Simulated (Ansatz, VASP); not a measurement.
Si16Ge: VASP beside Ansatz

```
Si Ge
1.0
     0.00000    5.43000    5.43000
     5.43000    0.00000    5.43000
     5.43000    5.43000    0.00000
Si Ge
16 1
Cartesian
  -0.0528 0.0041 -0.0020
  1.3128 1.3829 1.4109
  2.7116 2.7523 -0.0020
  4.0773 4.0662 1.3623
  2.7118 0.0040 2.7739
  4.0773 1.3720 4.0638
  5.4266 2.7192 2.7131
  6.7760 4.0662 4.0638
  -0.0033 2.7189 2.7131
  1.3127 4.0549 4.0154
  2.7116 5.4341 2.6523
  4.1108 6.8129 4.0155
  2.7117 2.6857 5.4282
  4.1107 4.0550 6.8409
  5.4762 5.4340 5.4283
  6.7759 6.8020 6.7925
  2.7116 5.4340 5.4281
```

Alike in both runs: functional LDA; k mesh 2 × 2 × 2; occupations gaussian, width 0.02 eV; no spin polarisation.

Ansatz relaxed the structure, and its values are those at the end. VASP's run is a single point on that final structure, the one shown.

```csv
,VASP,Ansatz
version,VASP 6.6.1,Ansatz 0.2.0
potentials or method,"VASP PAW LDA potentials, release 64 (Si, Ge_d), cutoff 520 eV","scalar-relativistic, plane waves, PAW"
valence electrons in the cell,78,78
```

Ansatz gave:

| Quantity | Value |
| --- | --- |
| rms of the force components (eV/Å) | 0.007 |

Q: Which values does VASP return?

A: rms of the force components (eV/Å): 0.008.

Ansatz warns that its potentials were made for another functional, while VASP's fit it. LDA's correlation is that of Perdew and Zunger in VASP and of Perdew and Wang (1992) in Ansatz.

The k mesh is coarse, so the values compare programs but aren't converged.
